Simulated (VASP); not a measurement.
# CuI (I-4m2) in VASP: notebook, part 3 of 3

VASP 6.6.1.

## 4. Single point, r2SCAN (film at in-plane strain -0.01)

POSCAR reads:

```
CuI
1.0
    2.9815801951      2.9815801951      0.0000000000
   -2.9815801951      2.9815801951      0.0000000000
    0.0000000000      2.9815801951      3.0521862029
Cu I
1 1
Direct
    0.7500000000      0.2500000000      0.5000000000
    0.0000000000      0.0000000000      0.0000000000
```

INCAR.step1 reads:

```
SYSTEM = CuI
PREC = Accurate
ENCUT = 520
ISMEAR = 0
SIGMA = 0.01
LREAL = .False.
LASPH = .True.
NELM = 100
NBANDS = 16
GGA = PE
ALGO = Normal
EDIFF = 1E-4
LWAVE = .True.
LCHARG = .False.
```

INCAR.step2 reads:

```
SYSTEM = CuI
PREC = Accurate
ENCUT = 520
EDIFF = 1E-6
ISMEAR = 0
SIGMA = 0.01
LREAL = .False.
LASPH = .True.
NELM = 100
ALGO = Normal
ISIF = 2
LWAVE = .False.
LCHARG = .False.
METAGGA = R2SCAN
LMIXTAU = .True.
NBANDS = 16
ISTART = 1
```

KPOINTS reads:

```
Automatic mesh
0
Gamma
  6 6 6
  0 0 0
```

Potentials or basis: VASP PAW PBE potentials, release 64 (Cu, I).

Started as:

```sh
$ cat potpaw_PBE.64/Cu/POTCAR potpaw_PBE.64/I/POTCAR > POTCAR
$ cp INCAR.step1 INCAR
$ mpirun -np 1 vasp_std > vasp.out
$ cp INCAR.step2 INCAR
$ mpirun -np 1 vasp_std > vasp.out
```

OUTCAR:

```text
SYSTEM = CuI
   PREC = Accurate
   ENCUT = 520
   EDIFF = 1E-6
   ISMEAR = 0
   LREAL = .False.
   LASPH = .True.
   NELM = 100
   ISIF = 2
   METAGGA = R2SCAN
   ISTART = 1

 ion  position               nearest neighbor table
   1  0.750  0.250  0.500-   2 2.60   2 2.60   2 2.60   2 2.60
   2  0.000  0.000  0.000-   1 2.60   1 2.60   1 2.60   1 2.60

  LATTYP: Found a body centered tetragonal cell.
 ALAT       =     4.2165911492
 C/A-ratio  =     1.4477031777

  Lattice vectors:

 A1 = (   2.9815801951,   0.0000000000,  -3.0521862029)
 A2 = (  -2.9815801951,   0.0000000000,  -3.0521862029)
 A3 = (   0.0000000000,   2.9815801951,   3.0521862029)

Analysis of symmetry for initial positions (statically):
=====================================================================
 Subroutine PRICEL returns:
 Original cell was already a primitive cell.

 Routine SETGRP: Setting up the symmetry group for a
 body centered tetragonal supercell.

 Subroutine GETGRP returns: Found  8 space group operations
 (whereof  8 operations were pure point group operations)
 out of a pool of 16 trial point group operations.

The static configuration has the point symmetry D_2d.

Analysis of symmetry for dynamics (positions and initial velocities):
=====================================================================
 Subroutine PRICEL returns:
 Original cell was already a primitive cell.

 Routine SETGRP: Setting up the symmetry group for a
 body centered tetragonal supercell.

 Subroutine GETGRP returns: Found  8 space group operations
 (whereof  8 operations were pure point group operations)
 out of a pool of 16 trial point group operations.

The dynamic configuration has the point symmetry D_2d.

 Subroutine INISYM returns: Found  8 space group operations
 (whereof  8 operations are pure point group operations),
 and found     1 'primitive' translations

----------------------------------------------------------------------------------------

                                     Primitive cell

  volume of cell :      54.2668

  direct lattice vectors                    reciprocal lattice vectors
     2.981580195  2.981580195  0.000000000     0.167696311  0.167696311 -0.163817004
    -2.981580195  2.981580195  0.000000000    -0.167696311  0.167696311 -0.163817004
     0.000000000  2.981580195  3.052186203     0.000000000  0.000000000  0.327634008

  length of vectors
     4.216591149  4.216591149  4.266809238     0.288236216  0.288236216  0.327634008

  position of ions in fractional coordinates (direct lattice)
     0.750000000  0.250000000  0.500000000
     0.000000000  0.000000000  0.000000000

  ion indices of the primitive-cell ions
   primitive index   ion index
                 1           1
                 2           2

----------------------------------------------------------------------------------------

 KPOINTS: Automatic mesh

Automatic generation of k-mesh.
 Grid dimensions read from file:
 generate k-points for:    6    6    6

 Generating k-lattice:

  Cartesian coordinates                     Fractional coordinates (reciprocal lattice)
     0.027949385  0.027949385 -0.027302834     0.166666667  0.000000000  0.000000000
    -0.027949385  0.027949385 -0.027302834     0.000000000  0.166666667  0.000000000
     0.000000000  0.000000000  0.054605668     0.000000000  0.000000000  0.166666667

  Length of vectors
     0.048039369  0.048039369  0.054605668

  Shift w.r.t. Gamma in fractional coordinates (k-lattice)
     0.000000000  0.000000000  0.000000000

 Subroutine IBZKPT returns following result:
 ===========================================

 Found     30 irreducible k-points:

 Following reciprocal coordinates:
            Coordinates               Weight
  0.000000  0.000000  0.000000      1.000000
  0.166667  0.000000 -0.000000      8.000000
  0.333333  0.000000  0.000000      8.000000
  0.500000  0.000000  0.000000      4.000000
  0.166667  0.166667 -0.000000      8.000000
  0.333333  0.166667  0.000000     16.000000
[... 16 lines left out ...]
 -0.333333 -0.333333  0.166667      4.000000
 -0.166667 -0.333333  0.166667     16.000000
 [... further k-points ...]
   k-points           NKPTS =     30   k-points in BZ     NKDIM =     30   number of bands    NBANDS=     16
   number of dos      NEDOS =    301   number of ions     NIONS =      2
   total plane-waves  NPLWV =  32768
   dimension x,y,z NGX =    32 NGY =   32 NGZ =   32
   dimension x,y,z NGXF=    64 NGYF=   64 NGZF=   64
   ions per type =               1   1
   NGX,Y,Z   is equivalent  to a cutoff of  12.62, 12.62, 12.47 a.u.
   NGXF,Y,Z  is equivalent  to a cutoff of  25.23, 25.23, 24.94 a.u.
 SYSTEM =  CuI
   PREC   = accura    normal or accurate (medium, high low for compatibility)
   ISTART =      1    job   : 0-new  1-cont  2-samecut
   ICHARG =      0    charge: 1-file 2-atom 10-const
   ISPIN  =      1    spin polarized calculation?
   LNONCOLLINEAR =      F non collinear calculations
   LSORBIT =      F    spin-orbit coupling
   LASPH  =      T    aspherical Exc in radial PAW
   ENCUT  =  520.0 eV  38.22 Ry    6.18 a.u.   7.84  7.84  7.93*2*pi/ulx,y,z
   NELM   =    100;   NELMIN=  2; NELMDL=  0     # of ELM steps
   EDIFF  = 0.1E-05   stopping-criterion for ELM
   LREAL  =      F    real-space projection
   EDIFFG = 0.1E-04   stopping-criterion for IOM
   NSW    =      0    number of steps for IOM
   IBRION =     -1    ionic relax: 0-MD 1-quasi-New 2-CG
   NFREE  =      0    steps in history (QN), initial steepest desc. (CG)
   ISIF   =      2    stress and relaxation
   ISYM   =      2    0-nonsym 1-usesym 2-fastsym
   POTIM  = 0.5000    time-step for ionic-motion
   TEBEG  =    0.0;   TEEND  =   0.0 temperature during run
   PSTRESS=    0.0 pullay stress
   NELECT =      18.0000    total number of electrons
   NUPDOWN=      -1.0000    fix difference up-down
   EMIN   =  10.00;   EMAX   =-10.00  energy-range for DOS
   EFERMI =   0.00;   METHOD = LEGACY
   ISMEAR =     0;   SIGMA  =   0.01  broadening in eV -4-tet -1-fermi 0-gaus
   EFERMI_NEDOS =   21; number of points for ismear=-14 and -15
   IALGO  =     38    algorithm
   IMIX   =      4    mixing-type and parameters
     AMIX     =   0.40;   BMIX     =  1.00
     AMIX_MAG =   1.60;   BMIX_MAG =  1.00
  volume/ion in A,a.u.               =      27.13       183.11
  Fermi-wavevector in a.u.,A,eV,Ry     =   1.133238  2.141509 17.472977  1.284228
  Thomas-Fermi vector in A             =   2.269940
   LORBIT       =      0    0 simple, 1 ext, 2 COOP (PROOUT), +10 PAW based schemes
   METAGGA = R2SCAN    functional components
   LHFCALC =     F    Hartree Fock is set to
   AEXX    =    0.0000 exact exchange contribution
   IVDW    =     0    specifies the selected vdW correction
   LEPSILON=     F    determine dielectric tensor
   LRPA    =     F    only Hartree local field effects (RPA)
 non-spin polarized calculation
 Gauss-broadening in eV      SIGMA  =   0.01
  energy-cutoff  :      520.00
  volume of cell :       54.27
 maximum number of plane-waves:      1478
   NGX = 15   NGY = 15   NGZ = 15

 number of electron      18.0000011 magnetization

 Free energy of the ion-electron system (eV)
  ---------------------------------------------------
  ext. energy  EPLUGINS =         0.00000000
  ---------------------------------------------------
  free energy    TOTEN  =       -35.79223668 eV

  energy without entropy =      -35.79223668  energy(sigma->0) =      -35.79223668

 E-fermi :   4.6047     XC(G=0):  -9.5802

 val. band max:        4.5622528145   @ k =   0.0000   0.0000   0.0000
 cond. band min:       6.2404965740   @ k =   0.0000   0.0000   0.0000
 fundamental gap:      1.6782437595
 Fermi energy:         4.6047083072

 k-point     1 :       0.0000    0.0000    0.0000
  band No.  band energies     occupation
      1     -10.1194      2.00000
      2       0.6085      2.00000
      3       0.6394      2.00000
      4       0.6394      2.00000
      5       2.5929      2.00000
      6       2.6130      2.00000
[... 8 lines left out ...]
     15      14.4021      0.00000
     16      14.7702      0.00000
[... 419 lines left out ...]
 k-point    24 :      -0.1667   -0.3333    0.1667
  band No.  band energies     occupation
      1      -9.3428      2.00000
      2      -0.9726      2.00000
      3      -0.2066      2.00000
      4       0.5458      2.00000
      5       2.4939      2.00000
      6       2.5960      2.00000
[... 8 lines left out ...]
     15      16.3179      0.00000
     16      16.9101      0.00000

 [... further k-points ...]

------------------------ aborting loop because EDIFF is reached ----------------------------------------

  FORCE on cell =-STRESS in cart. coord.  units (eV):
  Direction    XX          YY          ZZ          XY          YZ          ZX
  --------------------------------------------------------------------------------------
  -------------------------------------------------------------------------------------
  Total        0.1395841      0.1395841     -0.0068727      0.0000000      0.0000000      0.0000000
  in kB        4.1210934      4.1210934     -0.2029098      0.0000000      0.0000000      0.0000000
  external PRESSURE =       2.6797590 kB  Pullay stress =       0.0000000 kB

 VOLUME and BASIS-vectors are now :
 -----------------------------------------------------------------------------
  energy-cutoff  :      520.00
  volume of cell :       54.27
      direct lattice vectors                 reciprocal lattice vectors
     2.981580195  2.981580195  0.000000000     0.167696311  0.167696311 -0.163817004
    -2.981580195  2.981580195  0.000000000    -0.167696311  0.167696311 -0.163817004
     0.000000000  2.981580195  3.052186203     0.000000000  0.000000000  0.327634008

 POSITION                                       TOTAL-FORCE (eV/Angst)
 -----------------------------------------------------------------------------------
      1.49079      4.47237      1.52609         0.000000     -0.000000      0.000000
      0.00000      0.00000      0.00000        -0.000000      0.000000      0.000000
 -----------------------------------------------------------------------------------
    total drift:                                0.000006     -0.000000     -0.000000

  FREE ENERGIE OF THE ION-ELECTRON SYSTEM (eV)
  ---------------------------------------------------
  free  energy   TOTEN  =       -35.7922366790 eV

  energy  without entropy=      -35.7922366790  energy(sigma->0) =      -35.79223668
```

It took 73 s on 1 thread of AMD EPYC 9R45 (Zen 5), shared host; peak memory 0.17 GiB.

Results:

| Property | Result |
| --- | --- |
| Free energy | -35.7922 eV |
| Pressure | 0.3 GPa |
| Band gap on the k mesh | 1.68 eV |

Levels at points of the mesh, in eV from the valence-band top:
| k point | band 5 | band 6 | band 7 | band 8 | band 9 | band 10 | band 11 | band 12 | band 13 | band 14 |
| --- | --- | --- | --- | --- | --- | --- | --- | --- | --- | --- |
| (0.00, 0.00, 0.00) | -1.97 | -1.95 | -0.04 | 0.00 | 0.00 | 1.68 | 5.18 | 5.21 | 5.21 | 8.68 |
| (0.50, 0.00, 0.00) | -1.93 | -1.93 | -1.89 | -0.79 | -0.75 | 2.55 | 5.63 | 5.80 | 7.76 | 9.78 |
| (0.50, 0.50, 0.00) | -1.99 | -1.88 | -1.85 | -1.63 | -1.58 | 2.84 | 3.10 | 10.04 | 10.42 | 10.58 |
| (0.00, 0.00, 0.50) | -2.02 | -1.90 | -1.86 | -1.60 | -1.60 | 2.95 | 3.27 | 9.84 | 10.55 | 10.55 |

Caveat: the cell differs from its parent crystal (film at in-plane strain -0.01); the PAW data sets were made with another functional, which shifts forces and pressure a little; spin-orbit coupling is left out, which moves the levels of the heavy elements.

## 5. Single point, r2SCAN (in-plane strain -0.005, then relaxed in part)

POSCAR reads:

```
CuI
1.0
    2.9966386809      2.9966386809      0.0000000000
   -2.9966386809      2.9966386809      0.0000000000
    0.0000000000      2.9966386809      3.0321409871
Cu I
1 1
Direct
    0.7500000000      0.2500000000      0.5000000000
    0.0000000000      0.0000000000      0.0000000000
```

INCAR.step1 reads:

```
SYSTEM = CuI
ALGO = Normal
EDIFF = 1E-4
ENCUT = 520
GGA = PE
ISMEAR = 0
LASPH = .True.
LCHARG = .False.
LREAL = .False.
LWAVE = .True.
NBANDS = 16
NELM = 80
PREC = Accurate
SIGMA = 0.01
```

INCAR.step2 reads:

```
SYSTEM = CuI
ALGO = Normal
EDIFF = 1E-6
ENCUT = 520
ISIF = 2
ISMEAR = 0
ISTART = 1
LASPH = .True.
LCHARG = .True.
LELF = .True.
LMIXTAU = .True.
LREAL = .False.
LVHAR = .True.
LWAVE = .False.
METAGGA = R2SCAN
NBANDS = 16
NELM = 80
PREC = Accurate
SIGMA = 0.01
```

KPOINTS reads:

```
k-points
0
Gamma
  6 6 6
  0 0 0
```

Started as:

```sh
$ cat potpaw_PBE.64/Cu/POTCAR potpaw_PBE.64/I/POTCAR > POTCAR
$ cp INCAR.step1 INCAR
$ mpirun -np 1 vasp_std > vasp.out
$ cp INCAR.step2 INCAR
$ mpirun -np 1 vasp_std > vasp.out
```

Run time: 76 s. Hardware: 1 thread of AMD EPYC 9R45 (Zen 5), shared host; peak memory 0.17 GiB.

It converged, with:

| Property | Result |
| --- | --- |
| Free energy | -35.7934 eV |
| Pressure | 0.1 GPa |
| Band gap on the k mesh | 1.68 eV |

Stress tensor (GPa, compression positive):
```
 0.19  0.00  0.00
 0.00  0.19  0.00
 0.00  0.00 -0.03
```

Levels at points of the mesh, in eV from the valence-band top:
```csv
k point,band 7,band 8,band 9,band 10,band 11,band 12
"(0.00, 0.00, 0.00)",-0.02,0.00,0.00,1.68,5.20,5.22
"(0.50, 0.00, 0.00)",-1.87,-0.77,-0.75,2.56,5.68,5.77
"(0.50, 0.50, 0.00)",-1.84,-1.60,-1.58,2.87,3.13,9.99
"(0.00, 0.00, 0.50)",-1.84,-1.59,-1.59,2.93,3.22,9.89
```

Caveat: the cell differs from its parent crystal (in-plane strain -0.005, then relaxed in part); the PAW data sets were made with another functional, which shifts forces and pressure a little; spin-orbit coupling is left out, which moves the levels of the heavy elements.

## 6. Single point, r2SCAN (in-plane strain -0.005)

POSCAR: that of step 5 with these lines changed.

```diff
@@ -4,3 +4,3 @@
    -2.9966386809      2.9966386809      0.0000000000
-    0.0000000000      2.9966386809      3.0321409871
+    0.0000000000      2.9966386809      3.0207322582
 Cu I
```

INCAR.step1 reads:

```
SYSTEM = CuI
PREC = Accurate ; ENCUT = 520
ISMEAR = 0 ; SIGMA = 0.01
LREAL = .False. ; LASPH = .True.
NELM = 60 ; NBANDS = 16
GGA = PE ; ALGO = Normal
EDIFF = 1E-4 ; LWAVE = .True.
LCHARG = .False.
```

INCAR.step2 reads:

```
SYSTEM = CuI
PREC = Accurate ; ENCUT = 520
EDIFF = 1E-6 ; ISMEAR = 0
SIGMA = 0.01 ; LREAL = .False.
LASPH = .True. ; NELM = 60
ALGO = Normal ; ISIF = 2
LWAVE = .False. ; LCHARG = .True.
METAGGA = R2SCAN ; LMIXTAU = .True.
LELF = .True. ; LVHAR = .True.
NBANDS = 16 ; ISTART = 1
```

KPOINTS reads:

```
regular mesh
0
Gamma
  6 6 6
  0 0 0
```

Potentials or basis: VASP PAW PBE potentials, release 64 (Cu, I).

Started as:

```sh
$ cat potpaw_PBE.64/Cu/POTCAR potpaw_PBE.64/I/POTCAR > POTCAR
$ cp INCAR.step1 INCAR
$ mpirun -np 1 vasp_std > vasp.out
$ cp INCAR.step2 INCAR
$ mpirun -np 1 vasp_std > vasp.out
```

It took 74 s on 1 thread of AMD EPYC 9R45 (Zen 5), shared host; peak memory 0.17 GiB.

It converged, with:

```
Free energy            : -35.7932 eV
Pressure               : 0.3 GPa
Band gap on the k mesh : 1.69 eV
```

Stress tensor (GPa, compression positive):
```
0.33 0.00 0.00
0.00 0.33 0.00
0.00 0.00 0.19
```

Levels at points of the mesh, in eV from the valence-band top:
```
           k point  band 5  band 6  band 7  band 8  band 9  band 10  band 11  band 12  band 13  band 14
(0.00, 0.00, 0.00)   -1.96   -1.95   -0.01    0.00    0.00     1.69     5.20     5.21     5.21     8.69
(0.50, 0.00, 0.00)   -1.92   -1.92   -1.89   -0.77   -0.75     2.57     5.69     5.75     7.76     9.79
(0.50, 0.50, 0.00)   -1.99   -1.87   -1.86   -1.61   -1.59     2.87     3.14    10.01    10.51    10.57
(0.00, 0.00, 0.50)   -2.00   -1.88   -1.86   -1.60   -1.60     2.91     3.20     9.94    10.55    10.55
```

Caveat: the cell differs from its parent crystal (in-plane strain -0.005); the PAW data sets were made with another functional, which shifts forces and pressure a little; spin-orbit coupling is left out, which moves the levels of the heavy elements.

## 7. Summary

```tsv
cell	gap on the mesh (eV)	pressure (GPa)
a = 4.217, b = 4.217, c = 4.251 Å, angles 60.3, 60.3, 90.0°, 2 atoms	1.71	0.6
a = 4.217, b = 4.217, c = 4.267 Å, angles 60.4, 60.4, 90.0°, 2 atoms	1.68	0.3
a = 4.238, b = 4.238, c = 4.263 Å, angles 60.2, 60.2, 90.0°, 2 atoms	1.68	0.1
a = 4.238, b = 4.238, c = 4.255 Å, angles 60.1, 60.1, 90.0°, 2 atoms	1.69	0.3
```

Alike in all rows: task single point; level r2SCAN; potentials or basis VASP PAW PBE potentials, release 64 (Cu, I); no spin polarisation; k mesh 6 × 6 × 6; cutoff (eV) 520; smearing gaussian 0.01 eV.

Caveats: the PAW data sets were made with another functional, which shifts forces and pressure a little; spin-orbit coupling is left out, which moves the levels of the heavy elements.

Absolute energies hang on the potentials; compare differences alone.
